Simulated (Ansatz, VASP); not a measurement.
# Au in VASP and in Ansatz

```
Au
1.0
    -1.65727    1.65727    1.65727
     1.65727   -1.65727    1.65727
     1.65727    1.65727   -1.65727
Au
1
Cartesian
  0.0000 0.0000 0.0000
```

Alike in both runs: functional r2SCAN; k mesh 8 × 8 × 8; occupations fermi-dirac, width 0.05 eV; non-collinear spin, spin-orbit coupling.

|  | VASP | Ansatz |
| --- | --- | --- |
| version | VASP 6.6.1 | Ansatz 0.2.0 |
| potentials or method | VASP PAW PBE potentials, release 64 (Au) | Ansatz PAW |
| plane-wave cutoff (eV) | 520 | 500 |
| valence electrons in the cell | 11 | 19 |
| task | single point | band structure |

VASP gave:

```
pressure (GPa)           : -5.6
net moment per atom (μB) : 0.00
```

**Question.** Estimate Ansatz's values.

**Answer.** Pressure (GPa): -6.2; net moment per atom (μB): 0.00.

VASP's potentials were made for PBE, not for r2SCAN. With one functional, cell and mesh, what is left measures potentials, basis and numerics. VASP's potentials hold 11 valence electrons a cell and Ansatz's 19, so a difference there can come from the potentials and not from the codes.
